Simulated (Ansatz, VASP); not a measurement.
**ZnSnS2: VASP beside Ansatz**

```
Zn Sn S
1.0
     4.83172    0.00000    0.00000
     0.00000    4.83172    0.00000
     0.00000    0.00000    3.73380
Zn Sn S
1 1 2
Direct
  0.00000 0.00000 0.00000
  0.50000 0.50000 0.50000
  0.50000 0.00000 0.00000
  0.00000 0.50000 0.00000
```

Alike in both runs: functional PBE; k mesh 10 × 10 × 12; occupations gaussian, width 0.1 eV; no spin polarisation.

Ansatz relaxed the structure, and its values are those at the end. VASP's run is a single point on that final structure, the one shown.

|  | VASP | Ansatz |
| --- | --- | --- |
| version | VASP 6.6.1 | Ansatz 0.2.0 |
| potentials or method | VASP PAW PBE potentials, release 64 (Zn, Sn_d, S), cutoff 520 eV | scalar-relativistic, plane waves, PAW |
| valence electrons in the cell | 38 | 38 |

|  | VASP | Ansatz | Ansatz less VASP |
| --- | --- | --- | --- |
| gap on the k mesh at the Fermi level (eV) | none | none | - |
| pressure (GPa) | 0.0 | 0.0 | -0.03 |

A gap of «none» marks a metal or a gap that the smearing closes. The functional is the same, so the differences come from potentials, cutoffs and numerics.
